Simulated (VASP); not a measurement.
A run of VASP 6.6.1 is set up as follows.

The input POSCAR:

```
Ti
1.0
    2.9654869832      0.0000000000      0.0000000000
   -1.4827434916      2.5681870621      0.0000000000
    0.0000000000      0.0000000000      9.5642808275
Ti
4
Direct
    0.0000000000      0.0000000000      0.0000000000
    0.0000000000      0.0000000000      0.5000000000
    0.3333333333      0.6666666667      0.7500000000
    0.6666666667      0.3333333333      0.2500000000
```

INCAR.step1

```
SYSTEM = Ti
  ALGO = Normal
  EDIFF = 1E-4
  ENCUT = 600
  GGA = PE
  ISMEAR = 0
  LASPH = .True.
  LCHARG = .False.
  LREAL = .False.
  LWAVE = .True.
  NELM = 100
  PREC = Accurate
  SIGMA = 0.1
```

File INCAR.step2:

```
SYSTEM = Ti
  ALGO = Normal
  EDIFF = 1E-7
  EDIFFG = -0.04
  ENCUT = 600
  IBRION = 2
  ISIF = 3
  ISMEAR = 0
  ISTART = 1
  LASPH = .True.
  LCHARG = .False.
  LMIXTAU = .True.
  LREAL = .False.
  LWAVE = .False.
  METAGGA = R2SCAN
  NELM = 100
  NSW = 90
  PREC = Accurate
  SIGMA = 0.1
```

KPOINTS

```
k-points
0
Gamma
  6 6 2
  0 0 0
```

Potentials or basis: VASP PAW PBE potentials, release 64 (Ti_sv).

The run is started by

```sh
$ cat potpaw_PBE.64/Ti_sv/POTCAR > POTCAR
$ cp INCAR.step1 INCAR
$ mpirun -np 1 vasp_std > vasp.out
$ cp INCAR.step2 INCAR
$ mpirun -np 1 vasp_std > vasp.out
```

(1) Predict the relaxed cell.

(2) What does it give for the relaxed volume?

(3) Predict the band gap on the k mesh.

(4) Estimate the space group after relaxing (to 0.1 Å).

## Answers

(1) a = 2.923 Å, b = 2.923 Å, c = 9.434 Å, α = 90.00°, β = 90.00°, γ = 120.00°.

(2) 17.45 Å³/atom.

(3) zero (bands 24 and 25 overlap by 1.11 eV).

(4) P6_3/mmc (No. 194).

Caveat: the k points lie up to 0.41 Å⁻¹ apart in the final cell, too coarse for converged energies and pressures of a metal; the highest band is partly filled, so the run has too few bands; the PAW data sets were made with another functional, which shifts forces and pressure a little.
